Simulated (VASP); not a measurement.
Runs of VASP 6.6.1 on Ir. The structure is hexagonal, space group P6_3/mmc (No. 194). Conventional cell: a = 2.751 Å, b = 2.751 Å, c = 4.462 Å, α = 90.00°, β = 90.00°, γ = 120.00°. Within 3.6 Å of Ir (site symmetry -6m2) lie 12 Ir at 2.74 to 2.75 Å. 

```csv
k mesh,gap on the mesh (eV),pressure (GPa)
4 × 4 × 3,none,(a)
6 × 6 × 4,none,(b)
3 × 3 × 2,none,5.4
5 × 5 × 3,none,-4.7
8 × 8 × 5,none,-4.9
```

Alike in all rows: task single point; level r2SCAN; potentials or basis VASP PAW PBE potentials, release 64 (Ir); no spin polarisation; cell as given; cutoff (eV) 520; smearing fermi-dirac 0.15 eV.

**Question.** Estimate the missing entries.

**Answer.** (a) -9.8; (b) -5.9.

Caveats: some runs use coarse meshes; the PAW data sets were made with another functional, which shifts forces and pressure a little; spin-orbit coupling is left out, which moves the levels of the heavy elements.

A k mesh can miss the band edges, and the runs leave out spin-orbit coupling on Ir.

A gap of «none» marks levels without a gap at the run's occupations.
